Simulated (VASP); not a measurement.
# Ti4N4F in VASP: single point with PBEsol

Aim: the single point of Ti4N4F with PBEsol.

Everything below comes from runs of VASP 6.6.1. Logs are shortened: lines on timing, memory, paths and dates and some standing lists are left out, and cuts for length are marked.

## 1. The cell of the first run

The cell holds a slab with vacuum, 9 atoms: a = 2.973 Å, b = 2.973 Å, c = 27.495 Å, α = 90.00°, β = 90.00°, γ = 120.00°.

## 2. Single point, PBEsol

The input, INCAR:

```
SYSTEM = Ti4N4F
PREC = Accurate ; ENCUT = 520
EDIFF = 1E-6 ; ISMEAR = 0
SIGMA = 0.1 ; LREAL = .FALSE.
LASPH = .TRUE. ; NELM = 60
ALGO = Normal ; ISIF = 2
LWAVE = .FALSE. ; LCHARG = .TRUE.
LDIPOL = .TRUE. ; IDIPOL = 3
DIPOL = 0.5 0.5 0.488 ; GGA = PS
LELF = .TRUE. ; LVHAR = .TRUE.
LVACPOTAV = .TRUE. ; NBANDS = 48
```

The input, KPOINTS:

```
Automatic mesh
0
G
  12 12 1
  0 0 0
```

The input, POSCAR:

```
Ti4N4F
1.0
    2.9726300472      0.0000000000      0.0000000000
   -1.4863150236      2.5743731369      0.0000000000
    0.0000000000      0.0000000000     27.4949979446
N Ti F
4 4 1
Direct
    0.3333333333      0.6666666667      0.3091471408
    0.0000000000      0.0000000000      0.3974229164
    0.6666666667      0.3333333333      0.4857944431
    0.3333333333      0.6666666667      0.5754486988
    0.6666666667      0.3333333333      0.3532850285
    0.3333333333      0.6666666667      0.4415608042
    0.0000000000      0.0000000000      0.5302967814
    0.6666666667      0.3333333333      0.6155819069
    0.6666666667      0.3333333333      0.6794918082
```

Potentials or basis: VASP PAW PBE potentials, release 64 (N, Ti_sv, F).

Launch:

```bash
cat potpaw_PBE.64/N/POTCAR potpaw_PBE.64/Ti_sv/POTCAR potpaw_PBE.64/F/POTCAR > POTCAR
mpirun -np 1 vasp_std > vasp.out
```

OUTCAR:

```text
SYSTEM = Ti4N4F
   PREC = Accurate
   ENCUT = 520
   EDIFF = 1E-6
   ISMEAR = 0
   LREAL = .FALSE.
   LASPH = .TRUE.
   NELM = 60
   ISIF = 2
   GGA = PS

 ion  position               nearest neighbor table
   1  0.333  0.667  0.309-   5 2.10   5 2.10   5 2.10
   2  0.000  0.000  0.397-   6 2.10   6 2.10   6 2.10   5 2.10   5 2.10   5 2.10
   3  0.667  0.333  0.486-   6 2.10   6 2.10   6 2.10   7 2.11   7 2.11   7 2.11
   4  0.333  0.667  0.575-   8 2.04   8 2.04   8 2.04   7 2.12   7 2.12   7 2.12
   5  0.667  0.333  0.353-   1 2.10   1 2.10   1 2.10   2 2.10   2 2.10   2 2.10
   6  0.333  0.667  0.442-   2 2.10   2 2.10   2 2.10   3 2.10   3 2.10   3 2.10
   7  0.000  0.000  0.530-   3 2.11   3 2.11   3 2.11   4 2.12   4 2.12   4 2.12   8 2.91   8 2.91
                             8 2.91
   8  0.667  0.333  0.616-   9 1.76   4 2.04   4 2.04   4 2.04   7 2.91   7 2.91   7 2.91
   9  0.667  0.333  0.679-   8 1.76

  LATTYP: Found a hexagonal cell.
 ALAT       =     2.9726300472
 C/A-ratio  =     9.2493843862

  Lattice vectors:

 A1 = (   2.9726300472,   0.0000000000,   0.0000000000)
 A2 = (  -1.4863150236,   2.5743731369,   0.0000000000)
 A3 = (   0.0000000000,   0.0000000000,  27.4949979446)

Analysis of symmetry for initial positions (statically):
=====================================================================
 Subroutine PRICEL returns:
 Original cell was already a primitive cell.

 Routine SETGRP: Setting up the symmetry group for a
 hexagonal supercell.

 Subroutine GETGRP returns: Found  6 space group operations
 (whereof  6 operations were pure point group operations)
 out of a pool of 24 trial point group operations.

The static configuration has the point symmetry C_3v.

Analysis of symmetry for dynamics (positions and initial velocities):
=====================================================================
 Subroutine PRICEL returns:
 Original cell was already a primitive cell.

 Routine SETGRP: Setting up the symmetry group for a
 hexagonal supercell.

 Subroutine GETGRP returns: Found  6 space group operations
 (whereof  6 operations were pure point group operations)
 out of a pool of 24 trial point group operations.

The dynamic configuration has the point symmetry C_3v.

 Subroutine INISYM returns: Found  6 space group operations
 (whereof  6 operations are pure point group operations),
 and found     1 'primitive' translations

----------------------------------------------------------------------------------------

                                     Primitive cell

  volume of cell :     210.4098

  direct lattice vectors                    reciprocal lattice vectors
     2.972630047  0.000000000  0.000000000     0.336402440  0.194222039  0.000000000
    -1.486315024  2.574373137  0.000000000     0.000000000  0.388444078  0.000000000
     0.000000000  0.000000000 27.494997945     0.000000000  0.000000000  0.036370252

  length of vectors
     2.972630047  2.972630047 27.494997945     0.388444078  0.388444078  0.036370252

  position of ions in fractional coordinates (direct lattice)
     0.333333333  0.666666667  0.309147141
     0.000000000  0.000000000  0.397422916
     0.666666667  0.333333333  0.485794443
     0.333333333  0.666666667  0.575448699
     0.666666667  0.333333333  0.353285028
     0.333333333  0.666666667  0.441560804
     0.000000000  0.000000000  0.530296781
     0.666666667  0.333333333  0.615581907
     0.666666667  0.333333333  0.679491808

  ion indices of the primitive-cell ions
   primitive index   ion index
                 1           1
                 2           2
                 3           3
                 4           4
                 5           5
                 6           6
                 7           7
                 8           8
                 9           9

----------------------------------------------------------------------------------------

 KPOINTS: Automatic mesh

Automatic generation of k-mesh.
 Grid dimensions read from file:
 generate k-points for:   12   12    1

 Generating k-lattice:

  Cartesian coordinates                     Fractional coordinates (reciprocal lattice)
     0.028033537  0.016185170  0.000000000     0.083333333  0.000000000  0.000000000
     0.000000000  0.032370340  0.000000000     0.000000000  0.083333333  0.000000000
     0.000000000  0.000000000  0.036370252     0.000000000  0.000000000  1.000000000

  Length of vectors
     0.032370340  0.032370340  0.036370252

  Shift w.r.t. Gamma in fractional coordinates (k-lattice)
     0.000000000  0.000000000  0.000000000

 Subroutine IBZKPT returns following result:
 ===========================================

 Found     19 irreducible k-points:

 Following reciprocal coordinates:
            Coordinates               Weight
  0.000000  0.000000  0.000000      1.000000
  0.083333  0.000000  0.000000      6.000000
  0.166667  0.000000  0.000000      6.000000
  0.250000  0.000000  0.000000      6.000000
  0.333333  0.000000  0.000000      6.000000
  0.416667  0.000000  0.000000      6.000000
[... 11 lines left out ...]
  0.333333  0.250000  0.000000     12.000000
  0.333333  0.333333  0.000000      2.000000
   k-points           NKPTS =     19   k-points in BZ     NKDIM =     19   number of bands    NBANDS=     48
   number of dos      NEDOS =    301   number of ions     NIONS =      9
   total plane-waves  NPLWV = 120960
   dimension x,y,z NGX =    24 NGY =   24 NGZ =  210
   dimension x,y,z NGXF=    48 NGYF=   48 NGZF=  420
   ions per type =               4   4   1
   NGX,Y,Z   is equivalent  to a cutoff of  13.42, 13.42, 12.70 a.u.
   NGXF,Y,Z  is equivalent  to a cutoff of  26.84, 26.84, 25.39 a.u.
 SYSTEM =  Ti4N4F
   PREC   = accura    normal or accurate (medium, high low for compatibility)
   ISTART =      0    job   : 0-new  1-cont  2-samecut
   ICHARG =      2    charge: 1-file 2-atom 10-const
   ISPIN  =      1    spin polarized calculation?
   LNONCOLLINEAR =      F non collinear calculations
   LSORBIT =      F    spin-orbit coupling
   LASPH  =      T    aspherical Exc in radial PAW
   ENCUT  =  520.0 eV  38.22 Ry    6.18 a.u.   5.53  5.53 51.12*2*pi/ulx,y,z
   NELM   =     60;   NELMIN=  2; NELMDL= -5     # of ELM steps
   EDIFF  = 0.1E-05   stopping-criterion for ELM
   LREAL  =      F    real-space projection
   EDIFFG = 0.1E-04   stopping-criterion for IOM
   NSW    =      0    number of steps for IOM
   IBRION =     -1    ionic relax: 0-MD 1-quasi-New 2-CG
   NFREE  =      0    steps in history (QN), initial steepest desc. (CG)
   ISIF   =      2    stress and relaxation
   ISYM   =      2    0-nonsym 1-usesym 2-fastsym
   POTIM  = 0.5000    time-step for ionic-motion
   TEBEG  =    0.0;   TEEND  =   0.0 temperature during run
   PSTRESS=    0.0 pullay stress
   NELECT =      75.0000    total number of electrons
   NUPDOWN=      -1.0000    fix difference up-down
   EMIN   =  10.00;   EMAX   =-10.00  energy-range for DOS
   EFERMI =   0.00;   METHOD = LEGACY
   ISMEAR =     0;   SIGMA  =   0.10  broadening in eV -4-tet -1-fermi 0-gaus
   EFERMI_NEDOS =   21; number of points for ismear=-14 and -15
   IALGO  =     38    algorithm
   IMIX   =      4    mixing-type and parameters
     AMIX     =   0.40;   BMIX     =  1.00
     AMIX_MAG =   1.60;   BMIX_MAG =  1.00
  volume/ion in A,a.u.               =      23.38       157.77
  Fermi-wavevector in a.u.,A,eV,Ry     =   1.160753  2.193506 18.331783  1.347348
  Thomas-Fermi vector in A             =   2.297332
   LORBIT       =      0    0 simple, 1 ext, 2 COOP (PROOUT), +10 PAW based schemes
   GGA     = PS    functional components
   LHFCALC =     F    Hartree Fock is set to
   AEXX    =    0.0000 exact exchange contribution
   IVDW    =     0    specifies the selected vdW correction
   LEPSILON=     F    determine dielectric tensor
   LRPA    =     F    only Hartree local field effects (RPA)
 non-spin polarized calculation
 Gauss-broadening in eV      SIGMA  =   0.10
  energy-cutoff  :      520.00
  volume of cell :      210.41
 maximum number of plane-waves:      5757
 NGX is ok and might be reduce to    24
   NGX = 11   NGY = 11   NGZ =103

 dipolmoment           0.000000      0.000000      0.105746 electrons x Angstroem

 number of electron      75.0000021 magnetization

 dipolmoment           0.000000      0.000000     -0.036884 electrons x Angstroem

 Free energy of the ion-electron system (eV)
  ---------------------------------------------------
  ext. energy  EPLUGINS =         0.00000000
  ---------------------------------------------------
  free energy    TOTEN  =       -84.45247966 eV

  energy without entropy =      -84.42012789  energy(sigma->0) =      -84.43630378

 E-fermi :  -0.5793     XC(G=0):  -5.8010

 val. band max:       -0.5854552414   @ k =   0.0000   0.0000   0.0000
 cond. band min:      -0.5772229516   @ k =   0.3333   0.0000   0.0000
 fundamental gap:      0.0082322898
 Fermi energy:        -0.5793116802

 k-point     1 :       0.0000    0.0000    0.0000
  band No.  band energies     occupation
      1     -58.1185      2.00000
      2     -57.9109      2.00000
      3     -57.8118      2.00000
      4     -56.8925      2.00000
      5     -34.8133      2.00000
      6     -34.6243      2.00000
[... 40 lines left out ...]
     47       1.2118      0.00000
     48       1.6838      0.00000

 k-point     2 :       0.0833    0.0000    0.0000
  band No.  band energies     occupation
      1     -58.1133      2.00000
      2     -57.9053      2.00000
      3     -57.8078      2.00000
      4     -56.8877      2.00000
      5     -34.7995      2.00000
      6     -34.6191      2.00000
[... 859 lines left out ...]
 k-point    19 :       0.3333    0.3333    0.0000
  band No.  band energies     occupation
      1     -58.0315      2.00000
      2     -57.8140      2.00000
      3     -57.7478      2.00000
      4     -56.8114      2.00000
      5     -34.6636      2.00000
      6     -34.6513      2.00000
[... 40 lines left out ...]
     47       2.6224      0.00000
     48       2.7275      0.00000

------------------------ aborting loop because EDIFF is reached ----------------------------------------

  FORCE on cell =-STRESS in cart. coord.  units (eV):
  Direction    XX          YY          ZZ          XY          YZ          ZX
  --------------------------------------------------------------------------------------
  -------------------------------------------------------------------------------------
  Total        0.4503316      0.4503316     -3.2076426     -0.0000000     -0.0000000      0.0000000
  in kB        3.4290746      3.4290746    -24.4247715     -0.0000000     -0.0000000      0.0000000
  external PRESSURE =      -5.8555408 kB  Pullay stress =       0.0000000 kB

 VOLUME and BASIS-vectors are now :
 -----------------------------------------------------------------------------
  energy-cutoff  :      520.00
  volume of cell :      210.41
      direct lattice vectors                 reciprocal lattice vectors
     2.972630047  0.000000000  0.000000000     0.336402440  0.194222039  0.000000000
    -1.486315024  2.574373137  0.000000000     0.000000000  0.388444078  0.000000000
     0.000000000  0.000000000 27.494997945     0.000000000  0.000000000  0.036370252

 POSITION                                       TOTAL-FORCE (eV/Angst)
 -----------------------------------------------------------------------------------
     -0.00000      1.71625      8.50000        -0.000000      0.000000      4.412484
      0.00000      0.00000     10.92714        -0.000000     -0.000000      1.253518
      1.48632      0.85812     13.35692         0.000000     -0.000000      0.000164
     -0.00000      1.71625     15.82196         0.000000     -0.000000      0.017328
      1.48632      0.85812      9.71357        -0.000000     -0.000000     -5.763879
     -0.00000      1.71625     12.14071         0.000000     -0.000000      0.066058
      0.00000      0.00000     14.58051        -0.000000     -0.000000      0.000587
      1.48632      0.85812     16.92542         0.000000      0.000000     -0.198972
      1.48632      0.85812     18.68263         0.000000     -0.000000      0.212712
 -----------------------------------------------------------------------------------
    total drift:                               -0.000001      0.000000     -0.001052

  FREE ENERGIE OF THE ION-ELECTRON SYSTEM (eV)
  ---------------------------------------------------
  free  energy   TOTEN  =       -84.4524796634 eV

  energy  without entropy=      -84.4201278948  energy(sigma->0) =      -84.43630378

 vacuum level on the upper side and lower side of the slab         6.611         7.482
```

Run time: 3.5 min. Hardware: 1 thread of Intel Xeon 6975P-C (Granite Rapids), shared host; peak memory 0.43 GiB.

Results:

* Free energy: -84.4525 eV
* Largest force: 5.764 eV/Å
* Band gap on the k mesh: zero (an odd number of electrons rules out a gap without spin polarisation)

Forces on the atoms (eV/Å):
```
N    0.000  0.000  4.412
N    0.000  0.000  1.254
N    0.000  0.000  0.000
N    0.000  0.000  0.017
Ti   0.000  0.000 -5.764
Ti   0.000  0.000  0.066
Ti   0.000  0.000  0.001
Ti   0.000  0.000 -0.199
F    0.000  0.000  0.213
```

Caveat: the PAW data sets were made with another functional, which shifts forces and pressure a little; an odd number of electrons without spin polarisation forces a metal; a magnetic or distorted state may lie lower.
